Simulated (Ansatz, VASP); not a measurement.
One calculation of ZnS, two programs

```
CELL_PARAMETERS angstrom
3.73036 0.00000 0.00000
-1.86518 3.23059 0.00000
0.00000 0.00000 6.12484
ATOMIC_POSITIONS crystal
Zn 0.33333 0.66667 0.98128
Zn 0.66667 0.33333 0.48128
S 0.33333 0.66667 0.37956
S 0.66667 0.33333 0.87956
```

Alike in both runs: task single point; functional PBEsol; k mesh 9 × 9 × 6; occupations gaussian, width 0.05 eV; no spin polarisation.

|  | VASP | Ansatz |
| --- | --- | --- |
| version | VASP 6.6.1 | Ansatz 0.2.0 |
| potentials or method | VASP PAW PBE potentials, release 64 (Zn, S), cutoff 520 eV | scalar-relativistic, plane waves, PAW |
| valence electrons in the cell | 36 | 36 |

|  | VASP | Ansatz | Ansatz less VASP |
| --- | --- | --- | --- |
| gap on the k mesh at the Fermi level (eV) | 2.42 | 2.41 | -0.010 |
| least direct gap on the mesh (eV) | 2.42 | 2.41 | -0.010 |
| pressure (GPa) | 4.7 | 4.4 | -0.24 |
| traceless stress, the component that is largest in VASP (GPa) | -4.42 | -4.38 | +0.043 |
| rms of the force components (eV/Å) | 0.427 | 0.424 | -0.0030 |

VASP's potentials were made for PBE, not for PBEsol. Atom by atom the forces differ by 0.003 eV/Å (rms over components).
